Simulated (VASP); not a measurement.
# Cr (Im-3m) in VASP: a series of runs

The runs below take Cr through single point, with PBE.

All numbers are computed with VASP 6.6.1; they aren't measurements. Logs are shortened: lines on timing, memory, paths and dates and some standing lists are left out, and cuts for length are marked.

### 1 The cell of the first run

It takes space group Im-3m (No. 229, cubic). The conventional cell has a = 2.848 Å, b = 2.848 Å, c = 2.848 Å, α = 90.00°, β = 90.00°, γ = 90.00°. Within 3.3 Å of Cr (site symmetry m-3m) lie 14 Cr at 2.47 to 2.85 Å.

### 2 Single point, PBE, collinear spin (11.55 Å³/atom)

File INCAR:

```
SYSTEM = Cr
PREC = Accurate
ENCUT = 520
EDIFF = 1E-6
ISMEAR = 0
SIGMA = 0.05
LREAL = .False.
LASPH = .True.
NELM = 150
ALGO = Normal
ISIF = 2
LWAVE = .False.
LCHARG = .False.
ISPIN = 2
MAGMOM = 0.05
LORBIT = 11
LMAXMIX = 4
GGA = PE
NBANDS = 16
```

File KPOINTS:

```
regular mesh
0
Gamma
  22 22 22
  0 0 0
```

File POSCAR:

```
Cr
1.0
   -1.4241107220      1.4241107220      1.4241107220
    1.4241107220     -1.4241107220      1.4241107220
    1.4241107220      1.4241107220     -1.4241107220
Cr
1
Direct
    0.0000000000      0.0000000000      0.0000000000
```

Potentials or basis: VASP PAW PBE potentials, release 64 (Cr_pv).

Run with:

```console
cat potpaw_PBE.64/Cr_pv/POTCAR > POTCAR
mpirun -np 1 vasp_std > vasp.out
```

OUTCAR:

```text
SYSTEM = Cr
   PREC = Accurate
   ENCUT = 520
   EDIFF = 1E-6
   ISMEAR = 0
   LREAL = .False.
   LASPH = .True.
   NELM = 150
   ISIF = 2
   ISPIN = 2
   LORBIT = 11
   GGA = PE

 ion  position               nearest neighbor table
   1  0.000  0.000  0.000-

  LATTYP: Found a body centered cubic cell.
 ALAT       =     2.8482214440

  Lattice vectors:

 A1 = (  -1.4241107220,   1.4241107220,   1.4241107220)
 A2 = (   1.4241107220,  -1.4241107220,   1.4241107220)
 A3 = (   1.4241107220,   1.4241107220,  -1.4241107220)

Analysis of symmetry for initial positions (statically):
=====================================================================
 Subroutine PRICEL returns:
 Original cell was already a primitive cell.

 Routine SETGRP: Setting up the symmetry group for a
 body centered cubic supercell.

 Subroutine GETGRP returns: Found 48 space group operations
 (whereof 48 operations were pure point group operations)
 out of a pool of 48 trial point group operations.

The static configuration has the point symmetry O_h .

Analysis of symmetry for dynamics (positions and initial velocities):
=====================================================================
 Subroutine PRICEL returns:
 Original cell was already a primitive cell.

 Routine SETGRP: Setting up the symmetry group for a
 body centered cubic supercell.

 Subroutine GETGRP returns: Found 48 space group operations
 (whereof 48 operations were pure point group operations)
 out of a pool of 48 trial point group operations.

The dynamic configuration has the point symmetry O_h .

Analysis of structural, dynamic, and magnetic symmetry:
=====================================================================
 Subroutine PRICEL returns:
 Original cell was already a primitive cell.

 Routine SETGRP: Setting up the symmetry group for a
 body centered cubic supercell.

 Subroutine GETGRP returns: Found 48 space group operations
 (whereof 48 operations were pure point group operations)
 out of a pool of 48 trial point group operations.

The overall configuration has the point symmetry O_h .

 Subroutine INISYM returns: Found 48 space group operations
 (whereof 48 operations are pure point group operations),
 and found     1 'primitive' translations

----------------------------------------------------------------------------------------

                                     Primitive cell

  volume of cell :      11.5529

  direct lattice vectors                    reciprocal lattice vectors
    -1.424110722  1.424110722  1.424110722     0.000000000  0.351096296  0.351096296
     1.424110722 -1.424110722  1.424110722     0.351096296  0.000000000  0.351096296
     1.424110722  1.424110722 -1.424110722     0.351096296  0.351096296  0.000000000

  length of vectors
     2.466632126  2.466632126  2.466632126     0.496525144  0.496525144  0.496525144

  position of ions in fractional coordinates (direct lattice)
     0.000000000  0.000000000  0.000000000

  ion indices of the primitive-cell ions
   primitive index   ion index
                 1           1

----------------------------------------------------------------------------------------

 KPOINTS: regular mesh

Automatic generation of k-mesh.
 Grid dimensions read from file:
 generate k-points for:   22   22   22

 Generating k-lattice:

  Cartesian coordinates                     Fractional coordinates (reciprocal lattice)
     0.000000000  0.015958923  0.015958923     0.045454545  0.000000000  0.000000000
     0.015958923  0.000000000  0.015958923     0.000000000  0.045454545  0.000000000
     0.015958923  0.015958923  0.000000000     0.000000000  0.000000000  0.045454545

  Length of vectors
     0.022569325  0.022569325  0.022569325

  Shift w.r.t. Gamma in fractional coordinates (k-lattice)
     0.000000000  0.000000000  0.000000000

 Subroutine IBZKPT returns following result:
 ===========================================

 Found    328 irreducible k-points:

 Following reciprocal coordinates:
            Coordinates               Weight
  0.000000  0.000000  0.000000      1.000000
  0.045455  0.000000  0.000000     12.000000
  0.090909  0.000000  0.000000     12.000000
  0.136364  0.000000  0.000000     12.000000
  0.181818  0.000000  0.000000     12.000000
  0.227273  0.000000  0.000000     12.000000
[... 16 lines left out ...]
  0.090909  0.090909  0.000000     24.000000
  0.136364  0.090909 -0.000000     48.000000
 [... further k-points ...]
   k-points           NKPTS =    328   k-points in BZ     NKDIM =    328   number of bands    NBANDS=     16
   number of dos      NEDOS =    301   number of ions     NIONS =      1
   total plane-waves  NPLWV =   5832
   dimension x,y,z NGX =    18 NGY =   18 NGZ =   18
   dimension x,y,z NGXF=    36 NGYF=   36 NGZF=   36
   ions per type =               1
   NGX,Y,Z   is equivalent  to a cutoff of  12.13, 12.13, 12.13 a.u.
   NGXF,Y,Z  is equivalent  to a cutoff of  24.26, 24.26, 24.26 a.u.
 SYSTEM =  Cr
   PREC   = accura    normal or accurate (medium, high low for compatibility)
   ISTART =      0    job   : 0-new  1-cont  2-samecut
   ICHARG =      2    charge: 1-file 2-atom 10-const
   ISPIN  =      2    spin polarized calculation?
   LNONCOLLINEAR =      F non collinear calculations
   LSORBIT =      F    spin-orbit coupling
   LASPH  =      T    aspherical Exc in radial PAW
   ENCUT  =  520.0 eV  38.22 Ry    6.18 a.u.   4.59  4.59  4.59*2*pi/ulx,y,z
   NELM   =    150;   NELMIN=  2; NELMDL= -5     # of ELM steps
   EDIFF  = 0.1E-05   stopping-criterion for ELM
   LREAL  =      F    real-space projection
   EDIFFG = 0.1E-04   stopping-criterion for IOM
   NSW    =      0    number of steps for IOM
   IBRION =     -1    ionic relax: 0-MD 1-quasi-New 2-CG
   NFREE  =      0    steps in history (QN), initial steepest desc. (CG)
   ISIF   =      2    stress and relaxation
   ISYM   =      2    0-nonsym 1-usesym 2-fastsym
   POTIM  = 0.5000    time-step for ionic-motion
   TEBEG  =    0.0;   TEEND  =   0.0 temperature during run
   PSTRESS=    0.0 pullay stress
   NELECT =      12.0000    total number of electrons
   NUPDOWN=      -1.0000    fix difference up-down
   EMIN   =  10.00;   EMAX   =-10.00  energy-range for DOS
   EFERMI =   0.00;   METHOD = LEGACY
   ISMEAR =     0;   SIGMA  =   0.05  broadening in eV -4-tet -1-fermi 0-gaus
   EFERMI_NEDOS =   21; number of points for ismear=-14 and -15
   IALGO  =     38    algorithm
   IMIX   =      4    mixing-type and parameters
     AMIX     =   0.40;   BMIX     =  1.00
     AMIX_MAG =   1.60;   BMIX_MAG =  1.00
  volume/ion in A,a.u.               =      11.55        77.96
  Fermi-wavevector in a.u.,A,eV,Ry     =   1.657950  3.133072 37.399681  2.748799
  Thomas-Fermi vector in A             =   2.745615
   LORBIT       =     11    0 simple, 1 ext, 2 COOP (PROOUT), +10 PAW based schemes
   GGA     = PE    functional components
   LHFCALC =     F    Hartree Fock is set to
   AEXX    =    0.0000 exact exchange contribution
   IVDW    =     0    specifies the selected vdW correction
   LEPSILON=     F    determine dielectric tensor
   LRPA    =     F    only Hartree local field effects (RPA)
 spin polarized calculation
 Gauss-broadening in eV      SIGMA  =   0.05
  energy-cutoff  :      520.00
  volume of cell :       11.55
 maximum number of plane-waves:       325
   NGX =  9   NGY =  9   NGZ =  9

 number of electron      11.9999994 magnetization       0.0001248

 number of electron      11.9999994 magnetization      -0.0000317

 Free energy of the ion-electron system (eV)
  ---------------------------------------------------
  ext. energy  EPLUGINS =         0.00000000
  ---------------------------------------------------
  free energy    TOTEN  =        -9.51458936 eV

  energy without entropy =       -9.51325658  energy(sigma->0) =       -9.51392297

 E-fermi :  10.9730     XC(G=0): -13.6733

 val. band max:       10.9671763100   @ k =  -0.1818   0.1818   0.0455
 cond. band min:      10.9773621505   @ k =  -0.4091   0.4545   0.2727
 fundamental gap:      0.0101858405
 Fermi energy:        10.9729761100

 spin component 1

 k-point     1 :       0.0000    0.0000    0.0000
  band No.  band energies     occupation
      1     -31.7611      1.00000
      2     -31.7611      1.00000
      3     -31.7611      1.00000
      4       3.1136      1.00000
      5      10.0559      1.00000
      6      10.0559      1.00000
[... 8 lines left out ...]
     15      40.7627      0.00000
     16      45.3228      0.00000
[... 419 lines left out ...]
 k-point    24 :       0.1364    0.0909   -0.0000
  band No.  band energies     occupation
      1     -32.0776      1.00000
      2     -31.8429      1.00000
      3     -31.7854      1.00000
      4       4.6998      1.00000
      5       9.5630      1.00000
      6       9.6929      1.00000
[... 8 lines left out ...]
     15      39.4194      0.00000
     16      42.2622      0.00000

 [... further k-points ...]

 spin component 2

 k-point     1 :       0.0000    0.0000    0.0000
  band No.  band energies     occupation
      1     -31.7611      1.00000
      2     -31.7611      1.00000
      3     -31.7611      1.00000
      4       3.1136      1.00000
      5      10.0558      1.00000
      6      10.0558      1.00000
[... 8 lines left out ...]
     15      40.7627      0.00000
     16      45.3228      0.00000
[... 419 lines left out ...]
 k-point    24 :       0.1364    0.0909   -0.0000
  band No.  band energies     occupation
      1     -32.0776      1.00000
      2     -31.8429      1.00000
      3     -31.7854      1.00000
      4       4.6998      1.00000
      5       9.5630      1.00000
      6       9.6929      1.00000
[... 8 lines left out ...]
     15      39.4194      0.00000
     16      42.2622      0.00000

 [... further k-points ...]

------------------------ aborting loop because EDIFF is reached ----------------------------------------

  FORCE on cell =-STRESS in cart. coord.  units (eV):
  Direction    XX          YY          ZZ          XY          YZ          ZX
  --------------------------------------------------------------------------------------
  -------------------------------------------------------------------------------------
  Total       -0.0355396     -0.0355396     -0.0355396      0.0000000      0.0000000      0.0000000
  in kB       -4.9286886     -4.9286886     -4.9286886      0.0000000      0.0000000      0.0000000
  external PRESSURE =      -4.9286886 kB  Pullay stress =       0.0000000 kB

 VOLUME and BASIS-vectors are now :
 -----------------------------------------------------------------------------
  energy-cutoff  :      520.00
  volume of cell :       11.55
      direct lattice vectors                 reciprocal lattice vectors
    -1.424110722  1.424110722  1.424110722     0.000000000  0.351096296  0.351096296
     1.424110722 -1.424110722  1.424110722     0.351096296  0.000000000  0.351096296
     1.424110722  1.424110722 -1.424110722     0.351096296  0.351096296  0.000000000

 POSITION                                       TOTAL-FORCE (eV/Angst)
 -----------------------------------------------------------------------------------
      0.00000      0.00000      0.00000         0.000000      0.000000     -0.000000
 -----------------------------------------------------------------------------------
    total drift:                                0.000000     -0.000000      0.000000

  FREE ENERGIE OF THE ION-ELECTRON SYSTEM (eV)
  ---------------------------------------------------
  free  energy   TOTEN  =        -9.5145893569 eV

  energy  without entropy=       -9.5132565766  energy(sigma->0) =       -9.51392297

 total charge

# of ion       s       p       d       tot
------------------------------------------
    1        0.441   6.407   4.210  11.057

 magnetization (x)

# of ion       s       p       d       tot
------------------------------------------
    1        0.000  -0.000  -0.000  -0.000
```

Run time: 43 s. Hardware: 1 thread of AMD EPYC 9R45 (Zen 5), shared host; peak memory 0.17 GiB.

What came out:

```
Free energy                                           : -9.5146 eV
Pressure                                              : -0.5 GPa
Band gap on the k mesh                                : zero (filled and empty bands overlap)
Net moment                                            : 0.00 μB per cell
Valence electrons inside the program's atomic spheres : Cr 11.06
```

### 3 Single point, PBE, collinear spin, ferromagnetic start

This run uses another cell than the first one, of 11.99 Å³/atom.

File INCAR:

```
PREC     = Accurate       # precision mode
ENCUT    = 520            # plane-wave cutoff, eV
EDIFF    = 1E-6           # SCF threshold, eV
ISMEAR   = 0              # smearing method
SIGMA    = 0.05           # smearing width, eV
LREAL    = False          # projectors in reciprocal space
LASPH    = True           # aspherical terms in the spheres
NELM     = 150            # most SCF steps
ALGO     = Normal         # electronic algorithm
ISIF     = 2              # what is computed and relaxed
LWAVE    = False          # write WAVECAR
LCHARG   = False          # write CHGCAR
ISPIN    = 2              # spin polarisation
MAGMOM   = 2              # initial moments
LORBIT   = 11             # projections on sites
LMAXMIX  = 4              # l up to which the mixer works
GGA      = PE             # functional
NBANDS   = 16             # bands
```

File KPOINTS:

```
Automatic mesh
0
Gamma
  22 22 22
```

File POSCAR:

```
Cr
1.0
   -1.4419500000      1.4419500000      1.4419500000
    1.4419500000     -1.4419500000      1.4419500000
    1.4419500000      1.4419500000     -1.4419500000
Cr
1
Direct
    0.0000000000      0.0000000000      0.0000000000
```

Potentials or basis: VASP PAW PBE potentials, release 64 (Cr_pv).

Run with:

```console
cat potpaw_PBE.64/Cr_pv/POTCAR > POTCAR
mpirun -np 1 vasp_std > vasp.out
```

OUTCAR:

```text
PREC = Accurate
   ENCUT = 520
   EDIFF = 1E-6
   ISMEAR = 0
   LREAL = False
   LASPH = True
   NELM = 150
   ISIF = 2
   ISPIN = 2
   LORBIT = 11
   GGA = PE

 ion  position               nearest neighbor table
   1  0.000  0.000  0.000-

  LATTYP: Found a body centered cubic cell.
 ALAT       =     2.8839000000

  Lattice vectors:

 A1 = (  -1.4419500000,   1.4419500000,   1.4419500000)
 A2 = (   1.4419500000,  -1.4419500000,   1.4419500000)
 A3 = (   1.4419500000,   1.4419500000,  -1.4419500000)

Analysis of symmetry for initial positions (statically):
=====================================================================
 Subroutine PRICEL returns:
 Original cell was already a primitive cell.

 Routine SETGRP: Setting up the symmetry group for a
 body centered cubic supercell.

 Subroutine GETGRP returns: Found 48 space group operations
 (whereof 48 operations were pure point group operations)
 out of a pool of 48 trial point group operations.

The static configuration has the point symmetry O_h .

Analysis of symmetry for dynamics (positions and initial velocities):
[... 639 lines left out ...]

 spin component 2

 k-point     1 :       0.0000    0.0000    0.0000
  band No.  band energies     occupation
      1     -32.3358      1.00000
      2     -32.3358      1.00000
      3     -32.3358      1.00000
      4       2.7263      1.00000
      5       9.5763      1.00000
      6       9.5763      1.00000
[... 435 lines left out ...]
      5       9.1104      1.00000
      6       9.2340      1.00000
[... 8 lines left out ...]
     15      38.2815      0.00000
     16      40.8565      0.00000

 [... further k-points ...]

------------------------ aborting loop because EDIFF is reached ----------------------------------------

  FORCE on cell =-STRESS in cart. coord.  units (eV):
  Direction    XX          YY          ZZ          XY          YZ          ZX
  --------------------------------------------------------------------------------------
  -------------------------------------------------------------------------------------
  Total       -0.6993906     -0.6993906     -0.6993906      0.0000000      0.0000000      0.0000000
  in kB      -93.4371908    -93.4371908    -93.4371908      0.0000000      0.0000000      0.0000000
  external PRESSURE =     -93.4371908 kB  Pullay stress =       0.0000000 kB

 VOLUME and BASIS-vectors are now :
 -----------------------------------------------------------------------------
  energy-cutoff  :      520.00
  volume of cell :       11.99
      direct lattice vectors                 reciprocal lattice vectors
    -1.441950000  1.441950000  1.441950000     0.000000000  0.346752661  0.346752661
     1.441950000 -1.441950000  1.441950000     0.346752661  0.000000000  0.346752661
     1.441950000  1.441950000 -1.441950000     0.346752661  0.346752661  0.000000000

 POSITION                                       TOTAL-FORCE (eV/Angst)
 -----------------------------------------------------------------------------------
      0.00000      0.00000      0.00000         0.000000     -0.000000     -0.000000
 -----------------------------------------------------------------------------------
    total drift:                                0.000000     -0.000000      0.000000

  FREE ENERGIE OF THE ION-ELECTRON SYSTEM (eV)
  ---------------------------------------------------
  free  energy   TOTEN  =        -9.5009394953 eV

  energy  without entropy=       -9.4997450047  energy(sigma->0) =       -9.50034225

 total charge

# of ion       s       p       d       tot
------------------------------------------
    1        0.427   6.383   4.168  10.978

 magnetization (x)

# of ion       s       p       d       tot
------------------------------------------
    1        0.000  -0.000  -0.000  -0.000
```

It took 70 s on 1 thread of AMD EPYC 9R45 (Zen 5), shared host; peak memory 0.17 GiB.

Results:

```
Free energy                                           : -9.5009 eV
Pressure                                              : -9.3 GPa
Band gap on the k mesh                                : zero (filled and empty bands overlap)
Net moment                                            : 0.00 μB per cell
Valence electrons inside the program's atomic spheres : Cr 10.98
```

Caveat: the cell stands under tension; the moments typed at the start vanished in this run.

### 4 Single point, PBE, collinear spin, antiferromagnetic start (11.30 Å³/atom)

File INCAR:

```
PREC = Accurate ; ENCUT = 520
EDIFF = 1E-6 ; ISMEAR = 0
SIGMA = 0.05 ; LREAL = F
LASPH = T ; NELM = 150
ALGO = Normal ; ISIF = 2
LWAVE = F ; LCHARG = F
ISPIN = 2 ; MAGMOM = 0.99 -0.99
LORBIT = 11 ; LMAXMIX = 4
GGA = PE ; NBANDS = 23
```

File KPOINTS:

```
Automatic mesh
0
Gamma
  16 16 16
```

File POSCAR:

```
Cr
1.0
    2.8276901231      0.0000000000      0.0000000000
    0.0000000000      2.8276901231      0.0000000000
    0.0000000000      0.0000000000      2.8276901231
Cr
2
Direct
    0.0000000000      0.0000000000      0.0000000000
    0.5000000000      0.5000000000      0.5000000000
```

Run with:

```console
cat potpaw_PBE.64/Cr_pv/POTCAR > POTCAR
mpirun -np 1 vasp_std > vasp.out
```

It took 1.8 min on 1 thread of AMD EPYC 9R45 (Zen 5), shared host; peak memory 0.2 GiB.

Results (log left out):

* Free energy: -19.0370 eV
* Pressure: 8.5 GPa
* Band gap on the k mesh: zero (filled and empty bands overlap)
* Net moment: 0.00 μB per cell
* Site moments: Cr +0.86, -0.86 μB
* Valence electrons inside the program's atomic spheres: Cr 11.11

Levels at points of the mesh, in eV from the Fermi level:
Spin up:
```tsv
k point	band 9	band 10	band 11	band 12	band 13	band 14	band 15	band 16
(0.00, 0.00, 0.00)	-4.39	-0.90	-0.90	-0.90	1.28	1.28	2.69	2.69
(0.50, 0.00, 0.00)	-2.08	-1.51	-0.73	-0.73	0.07	0.07	0.34	1.25
(0.50, 0.50, 0.00)	-2.48	-2.48	1.20	1.22	1.22	1.28	1.37	1.97
(0.50, 0.50, 0.50)	-2.58	-2.03	-2.03	-2.03	1.34	1.34	2.04	2.04
```
Spin down:
| k point | band 8 | band 9 | band 10 | band 11 | band 12 | band 13 | band 14 | band 15 | band 16 | band 17 |
| --- | --- | --- | --- | --- | --- | --- | --- | --- | --- | --- |
| (0.00, 0.00, 0.00) | -4.39 | -4.39 | -0.90 | -0.90 | -0.90 | 1.28 | 1.28 | 2.69 | 2.69 | 2.69 |
| (0.50, 0.00, 0.00) | -3.85 | -2.08 | -1.51 | -0.73 | -0.73 | 0.07 | 0.07 | 0.34 | 1.25 | 2.44 |
| (0.50, 0.50, 0.00) | -4.43 | -2.48 | -2.48 | 1.20 | 1.22 | 1.22 | 1.28 | 1.37 | 1.97 | 3.07 |
| (0.50, 0.50, 0.50) | -2.58 | -2.58 | -2.03 | -2.03 | -2.03 | 1.34 | 1.34 | 2.04 | 2.04 | 6.65 |

Caveat: the cell stands under pressure; an empty level that is flat over the whole mesh can mark a ghost state of the potentials, or a narrow d or f band; the antiferromagnetic order is the one typed at the start, and another may lie lower.

The gap in the log of VASP goes by the Fermi energy; the results here count the filled bands.